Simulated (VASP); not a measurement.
Runs of VASP 6.6.1 on LiCl. The structure is that of space group Fm-3m (No. 225), or close to it. The cells are those of the table. 

```tsv
cell	gap on the mesh (eV)
a = 3.917 Å, angles 60.0°, 2 atoms	5.22
a = 3.482 Å, angles 60.0°, 2 atoms	6.88
a = 3.410, b = 3.410, c = 3.337 Å, angles 60.7, 60.7, 58.6°, 2 atoms	(a)
a = 3.555, b = 3.555, c = 3.482 Å, angles 60.7, 60.7, 58.6°, 2 atoms	6.76
a = 3.772 Å, angles 60.0°, 2 atoms	5.72
a = 3.337 Å, angles 60.0°, 2 atoms	(b)
```

Alike in all rows: task single point; level PBE; potentials or basis VASP PAW PBE potentials, release 64 (Li_sv, Cl); no spin polarisation; k mesh 8 × 8 × 8; cutoff (eV) 520; smearing gaussian 0.05 eV.

Problem. Fill in the values left out.

Solution. (a) 6.85; (b) 6.98.

A k mesh can miss the band edges.
